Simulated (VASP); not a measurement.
# Cu (Cmcm) in VASP: single point with PBEsol+U

Aim: the single point of Cu with PBEsol+U.

Program: VASP 6.6.1. These are calculated values, not measurements. Logs are shortened: lines on timing, memory, paths and dates and some standing lists are left out, and cuts for length are marked.

**1. The cell of the first run**

Symmetry: Cmcm, No. 63, orthorhombic system. The conventional cell has a = 2.430 Å, b = 7.920 Å, c = 2.468 Å, α = 90.00°, β = 90.00°, γ = 90.00°. Cu (site symmetry m2m) has 10 Cu at 2.43 to 2.53 Å within 3.2 Å.

**2. Single point, PBEsol+U**

Input file INCAR:

```
PREC = Accurate ; ENCUT = 520
EDIFF = 1E-6 ; ISMEAR = 0
SIGMA = 0.1 ; LREAL = False
LASPH = True ; NELM = 150
ALGO = Normal ; ISIF = 2
LWAVE = False ; LCHARG = True
LMAXMIX = 4 ; LDAU = True
LDAUTYPE = 2 ; LDAUL = 2
LDAUU = 5 ; LDAUJ = 0
LDAUPRINT = 1 ; GGA = PS
LELF = True ; LVHAR = True
NBANDS = 18
```

Input file KPOINTS:

```
Automatic mesh
0
Gamma
  18 18 16
```

Input file POSCAR:

```
Cu
1.0
    1.2147975457     -3.9598457492      0.0000000000
    1.2147975457      3.9598457492      0.0000000000
    0.0000000000      0.0000000000      2.4677050569
Cu
2
Direct
    0.1338530444      0.8661469556      0.2500000000
    0.8661469556      0.1338530444      0.7500000000
```

Potentials or basis: VASP PAW PBE potentials, release 64 (Cu).

Started as:

```sh
> cat potpaw_PBE.64/Cu/POTCAR > POTCAR
> mpirun -np 1 vasp_std > vasp.out
```

OUTCAR:

```text
PREC = Accurate
   ENCUT = 520
   EDIFF = 1E-6
   ISMEAR = 0
   LREAL = False
   LASPH = True
   NELM = 150
   ISIF = 2
   GGA = PS

 ion  position               nearest neighbor table
   1  0.134  0.866  0.250-   2 2.45   2 2.45   2 2.53   2 2.53   2 2.53   2 2.53
   2  0.866  0.134  0.750-   1 2.45   1 2.45   1 2.53   1 2.53   1 2.53   1 2.53

  LATTYP: Found a base centered orthorhombic cell.
 ALAT       =     2.4295950914
 B/A-ratio  =     3.2596754605
 C/A-ratio  =     1.0156857271

  Lattice vectors:

 A1 = (   1.2147975457,  -3.9598457492,   0.0000000000)
 A2 = (   1.2147975457,   3.9598457492,   0.0000000000)
 A3 = (   0.0000000000,   0.0000000000,   2.4677050569)

Analysis of symmetry for initial positions (statically):
=====================================================================
 Subroutine PRICEL returns:
 Original cell was already a primitive cell.

 Routine SETGRP: Setting up the symmetry group for a
 base centered orthorhombic supercell.

 Subroutine GETGRP returns: Found  8 space group operations
 (whereof  4 operations were pure point group operations)
 out of a pool of  8 trial point group operations.

The static configuration has the point symmetry C_2h.
 The point group associated with its full space group is D_2h.

Analysis of symmetry for dynamics (positions and initial velocities):
=====================================================================
 Subroutine PRICEL returns:
 Original cell was already a primitive cell.

 Routine SETGRP: Setting up the symmetry group for a
 base centered orthorhombic supercell.

 Subroutine GETGRP returns: Found  8 space group operations
 (whereof  4 operations were pure point group operations)
 out of a pool of  8 trial point group operations.

The dynamic configuration has the point symmetry C_2h.
 The point group associated with its full space group is D_2h.

 Subroutine INISYM returns: Found  8 space group operations
 (whereof  4 operations are pure point group operations),
 and found     1 'primitive' translations

----------------------------------------------------------------------------------------

                                     Primitive cell

  volume of cell :      23.7414

  direct lattice vectors                    reciprocal lattice vectors
     1.214797546 -3.959845749  0.000000000     0.411591217 -0.126267545  0.000000000
     1.214797546  3.959845749  0.000000000     0.411591217  0.126267545  0.000000000
     0.000000000  0.000000000  2.467705057     0.000000000  0.000000000  0.405234814

  length of vectors
     4.141993655  4.141993655  2.467705057     0.430523893  0.430523893  0.405234814

  position of ions in fractional coordinates (direct lattice)
     0.133853044  0.866146956  0.250000000
     0.866146956  0.133853044  0.750000000

  ion indices of the primitive-cell ions
   primitive index   ion index
                 1           1
                 2           2

----------------------------------------------------------------------------------------

 KPOINTS: Automatic mesh

Automatic generation of k-mesh.
 Grid dimensions read from file:
 generate k-points for:   18   18   16

 Generating k-lattice:

  Cartesian coordinates                     Fractional coordinates (reciprocal lattice)
     0.022866179 -0.007014864  0.000000000     0.055555556  0.000000000  0.000000000
[... 90 lines left out ...]
   AEXX    =    0.0000 exact exchange contribution
   IVDW    =     0    specifies the selected vdW correction
   LEPSILON=     F    determine dielectric tensor
   LRPA    =     F    only Hartree local field effects (RPA)
 non-spin polarized calculation
 Gauss-broadening in eV      SIGMA  =   0.10
  energy-cutoff  :      520.00
  volume of cell :       23.74
 maximum number of plane-waves:       664
   NGX = 15   NGY = 15   NGZ =  9

atom =   1  type =  1  l = 2

 onsite density matrix

spin component  1

  0.9421 -0.0000  0.0000 -0.0000  0.0000
 -0.0000  0.9330 -0.0000 -0.0000  0.0000
  0.0000 -0.0000  0.9326 -0.0000  0.0045
 -0.0000 -0.0000 -0.0000  0.9477 -0.0000
  0.0000  0.0000  0.0045 -0.0000  0.9331

spin component  2

  0.9421 -0.0000  0.0000 -0.0000  0.0000
 -0.0000  0.9330 -0.0000 -0.0000  0.0000
  0.0000 -0.0000  0.9326 -0.0000  0.0045
 -0.0000 -0.0000 -0.0000  0.9477 -0.0000
  0.0000  0.0000  0.0045 -0.0000  0.9331

 occupancies and eigenvectors

  o =  0.9283  v =  0.0000 -0.0000 -0.7278 -0.0000  0.6858  0.0000  0.0000  0.0000  0.0000  0.0000      0.0000  0.0000  0.0000  0.0000  0.0000  0.0000  0.0000  0.0000  0.0000  0.0000
  o =  0.9283  v =  0.0000  0.0000  0.0000  0.0000  0.0000  0.0000 -0.0000 -0.7278 -0.0000  0.6858      0.0000  0.0000  0.0000  0.0000  0.0000  0.0000  0.0000  0.0000  0.0000  0.0000
  o =  0.9330  v =  0.0000  1.0000 -0.0000  0.0000  0.0000  0.0000  0.0000  0.0000  0.0000  0.0000      0.0000  0.0000  0.0000  0.0000  0.0000  0.0000  0.0000  0.0000  0.0000  0.0000
  o =  0.9330  v =  0.0000  0.0000  0.0000  0.0000  0.0000  0.0000  1.0000 -0.0000  0.0000  0.0000      0.0000  0.0000  0.0000  0.0000  0.0000  0.0000  0.0000  0.0000  0.0000  0.0000
  o =  0.9374  v =  0.0000  0.0000  0.0000  0.0000  0.0000  0.0000 -0.0000  0.6858  0.0000  0.7278      0.0000  0.0000  0.0000  0.0000  0.0000  0.0000  0.0000  0.0000  0.0000  0.0000
  o =  0.9374  v =  0.0000 -0.0000  0.6858  0.0000  0.7278  0.0000  0.0000  0.0000  0.0000  0.0000      0.0000  0.0000  0.0000  0.0000  0.0000  0.0000  0.0000  0.0000  0.0000  0.0000
  o =  0.9421  v =  1.0000  0.0000  0.0000  0.0000  0.0000  0.0000  0.0000  0.0000  0.0000  0.0000      0.0000  0.0000  0.0000  0.0000  0.0000  0.0000  0.0000  0.0000  0.0000  0.0000
  o =  0.9421  v =  0.0000  0.0000  0.0000  0.0000  0.0000  1.0000  0.0000  0.0000  0.0000  0.0000      0.0000  0.0000  0.0000  0.0000  0.0000  0.0000  0.0000  0.0000  0.0000  0.0000
  o =  0.9477  v =  0.0000  0.0000  0.0000  0.0000  0.0000  0.0000 -0.0000 -0.0000  1.0000 -0.0000      0.0000  0.0000  0.0000  0.0000  0.0000  0.0000  0.0000  0.0000  0.0000  0.0000
  o =  0.9477  v =  0.0000 -0.0000 -0.0000  1.0000 -0.0000  0.0000  0.0000  0.0000  0.0000  0.0000      0.0000  0.0000  0.0000  0.0000  0.0000  0.0000  0.0000  0.0000  0.0000  0.0000

atom =   2  type =  1  l = 2

 onsite density matrix

spin component  1

  0.9421 -0.0000  0.0000 -0.0000  0.0000
 -0.0000  0.9330 -0.0000 -0.0000  0.0000
  0.0000 -0.0000  0.9326 -0.0000  0.0045
 -0.0000 -0.0000 -0.0000  0.9477 -0.0000
  0.0000  0.0000  0.0045 -0.0000  0.9331

spin component  2

  0.9421 -0.0000  0.0000 -0.0000  0.0000
 -0.0000  0.9330 -0.0000 -0.0000  0.0000
  0.0000 -0.0000  0.9326 -0.0000  0.0045
 -0.0000 -0.0000 -0.0000  0.9477 -0.0000
  0.0000  0.0000  0.0045 -0.0000  0.9331

 occupancies and eigenvectors

  o =  0.9283  v =  0.0000 -0.0000 -0.7278 -0.0000  0.6858  0.0000  0.0000  0.0000  0.0000  0.0000      0.0000  0.0000  0.0000  0.0000  0.0000  0.0000  0.0000  0.0000  0.0000  0.0000
  o =  0.9283  v =  0.0000  0.0000  0.0000  0.0000  0.0000  0.0000 -0.0000 -0.7278 -0.0000  0.6858      0.0000  0.0000  0.0000  0.0000  0.0000  0.0000  0.0000  0.0000  0.0000  0.0000
  o =  0.9330  v =  0.0000  1.0000 -0.0000  0.0000 -0.0000  0.0000  0.0000  0.0000  0.0000  0.0000      0.0000  0.0000  0.0000  0.0000  0.0000  0.0000  0.0000  0.0000  0.0000  0.0000
  o =  0.9330  v =  0.0000  0.0000  0.0000  0.0000  0.0000  0.0000  1.0000 -0.0000  0.0000 -0.0000      0.0000  0.0000  0.0000  0.0000  0.0000  0.0000  0.0000  0.0000  0.0000  0.0000
  o =  0.9374  v =  0.0000  0.0000  0.0000  0.0000  0.0000  0.0000  0.0000  0.6858 -0.0000  0.7278      0.0000  0.0000  0.0000  0.0000  0.0000  0.0000  0.0000  0.0000  0.0000  0.0000
  o =  0.9374  v =  0.0000  0.0000  0.6858 -0.0000  0.7278  0.0000  0.0000  0.0000  0.0000  0.0000      0.0000  0.0000  0.0000  0.0000  0.0000  0.0000  0.0000  0.0000  0.0000  0.0000
  o =  0.9421  v =  1.0000  0.0000  0.0000  0.0000  0.0000  0.0000  0.0000  0.0000  0.0000  0.0000      0.0000  0.0000  0.0000  0.0000  0.0000  0.0000  0.0000  0.0000  0.0000  0.0000
  o =  0.9421  v =  0.0000  0.0000  0.0000  0.0000  0.0000  1.0000  0.0000  0.0000  0.0000  0.0000      0.0000  0.0000  0.0000  0.0000  0.0000  0.0000  0.0000  0.0000  0.0000  0.0000
  o =  0.9477  v =  0.0000  0.0000  0.0000  0.0000  0.0000  0.0000 -0.0000  0.0000  1.0000  0.0000      0.0000  0.0000  0.0000  0.0000  0.0000  0.0000  0.0000  0.0000  0.0000  0.0000
  o =  0.9477  v =  0.0000 -0.0000  0.0000  1.0000  0.0000  0.0000  0.0000  0.0000  0.0000  0.0000      0.0000  0.0000  0.0000  0.0000  0.0000  0.0000  0.0000  0.0000  0.0000  0.0000

 number of electron      21.9999986 magnetization

 Free energy of the ion-electron system (eV)
  ---------------------------------------------------
  ext. energy  EPLUGINS =         0.00000000
  ---------------------------------------------------
  free energy    TOTEN  =        -5.00562649 eV

  energy without entropy =       -5.00341374  energy(sigma->0) =       -5.00452012

 E-fermi :   6.7953     XC(G=0): -12.7497

 val. band max:        6.7752517336   @ k =  -0.2778   0.2778   0.2500
 cond. band min:       6.7961811977   @ k =   0.4444   0.4444   0.4375
 fundamental gap:      0.0209294641
 Fermi energy:         6.7953397657

 k-point     1 :       0.0000    0.0000    0.0000
  band No.  band energies     occupation
      1      -1.9705      2.00000
      2       1.1026      2.00000
      3       1.7314      2.00000
      4       2.1831      2.00000
      5       2.8883      2.00000
      6       3.1617      2.00000
[... 481 lines left out ...]
      5       2.9769      2.00000
      6       3.0112      2.00000
[... 10 lines left out ...]
     17      27.1710      0.00000
     18      30.4411      0.00000

 [... further k-points ...]

------------------------ aborting loop because EDIFF is reached ----------------------------------------

  FORCE on cell =-STRESS in cart. coord.  units (eV):
  Direction    XX          YY          ZZ          XY          YZ          ZX
  --------------------------------------------------------------------------------------
  -------------------------------------------------------------------------------------
  Total       -0.4704802     -0.3918155     -0.3189767      0.0000000      0.0000000      0.0000000
  in kB      -31.7502037    -26.4415392    -21.5260373      0.0000000      0.0000000      0.0000000
  external PRESSURE =     -26.5725934 kB  Pullay stress =       0.0000000 kB

 VOLUME and BASIS-vectors are now :
 -----------------------------------------------------------------------------
  energy-cutoff  :      520.00
  volume of cell :       23.74
      direct lattice vectors                 reciprocal lattice vectors
     1.214797546 -3.959845749  0.000000000     0.411591217 -0.126267545  0.000000000
     1.214797546  3.959845749  0.000000000     0.411591217  0.126267545  0.000000000
     0.000000000  0.000000000  2.467705057     0.000000000  0.000000000  0.405234814

 POSITION                                       TOTAL-FORCE (eV/Angst)
 -----------------------------------------------------------------------------------
      1.21480      2.89977      0.61693         0.000000     -0.026991     -0.000000
      1.21480     -2.89977      1.85078         0.000000      0.026991      0.000000
 -----------------------------------------------------------------------------------
    total drift:                                0.000000      0.000000      0.000000

  FREE ENERGIE OF THE ION-ELECTRON SYSTEM (eV)
  ---------------------------------------------------
  free  energy   TOTEN  =        -5.0056264918 eV

  energy  without entropy=       -5.0034137431  energy(sigma->0) =       -5.00452012
```

It took 6.9 min on 1 thread of Intel Xeon 8259CL, shared host; peak memory 0.39 GiB.

Results:

```
Free energy            : -5.0056 eV
Pressure               : -2.7 GPa
Largest force          : 0.027 eV/Å
Band gap on the k mesh : zero (bands 11 and 12 overlap by 7.05 eV)
```

Forces on the atoms (eV/Å):
```
Cu   0.000 -0.027  0.000
Cu   0.000  0.027  0.000
```

Eigenvalues of the final occupation matrices:
| site | spin | trace | eigenvalues |
| --- | --- | --- | --- |
| site 1 d | 1 | 4.69 | 0.93 0.93 0.94 0.94 0.95 |
| site 1 d | 2 | 4.69 | 0.93 0.93 0.94 0.94 0.95 |
| site 2 d | 1 | 4.69 | 0.93 0.93 0.94 0.94 0.95 |
| site 2 d | 2 | 4.69 | 0.93 0.93 0.94 0.94 0.95 |

Caveat: the PAW data sets were made with another functional, which shifts forces and pressure a little; U without spin polarisation on a metal has little footing; the U is typed as a test and isn't derived for this compound.

The gap in the log of VASP goes by the Fermi energy; the results here count the filled bands.